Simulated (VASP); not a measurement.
## BN (sol2): relaxation of the atoms with PBEsol

Crystal: BN (sol2).

```
B N
1.0
     2.56597    0.00000    0.00000
    -1.28298    2.22219    0.00000
     0.00000    0.00000    4.19972
B N
2 2
Direct
  0.33333 0.66667 0.99947
  0.66667 0.33333 0.49947
  0.33333 0.66667 0.37453
  0.66667 0.33333 0.87453
```

This cell differs from its parent crystal: strained cell.

- Program: VASP 6.6.1
- Task: relaxation of the atoms
- Functional: PBEsol
- Potentials or basis: VASP PAW PBE potentials, release 64 (B, N)
- Cutoff: 520 eV
- k mesh: 9 × 9 × 6
- Occupations: gaussian, width 0.02 eV
- Spin: no spin polarisation
- Dipole correction: no
- Further INCAR settings: ALGO = Normal; EDIFF = 1e-06; IBRION = 2; EDIFFG = -0.002; NSW = 60

The energy gained by relaxing is 0.0 meV/atom. The ionic steps are 3, the pressure after relaxing is -6.3 GPa and the band gap on the k mesh is 5.03 eV, indirect (least direct gap 8.07 eV).

Stress tensor (GPa, compression positive):
```
-9.62  0.00  0.00
 0.00 -9.62  0.00
 0.00  0.00  0.24
```

Final structure:
```
CELL_PARAMETERS angstrom
2.56597 0.00000 0.00000
-1.28298 2.22219 0.00000
0.00000 0.00000 4.19972
ATOMIC_POSITIONS crystal
B 0.33333 0.66667 0.99963
B 0.66667 0.33333 0.49963
N 0.33333 0.66667 0.37437
N 0.66667 0.33333 0.87437
```

Levels at points of the mesh, in eV from the valence-band top:
```tsv
k point	band 5	band 6	band 7	band 8	band 9	band 10	band 11	band 12
(0.00, 0.00, 0.00)	-2.18	-0.23	0.00	0.00	8.17	8.17	8.80	9.12
(0.00, 0.00, 0.50)	-1.21	-1.21	-1.21	-1.21	9.16	9.16	9.73	9.73
```

Wall time 8.5 s on 1 thread of Intel(R) Xeon(R) 6975P-C (Granite Rapids), with other jobs on the host, peak memory 0.13 GiB.

Caveat: the cell differs from its parent crystal (strained cell); the PAW data sets were made with another functional, which shifts forces and pressure a little. A k mesh can miss the band edges.
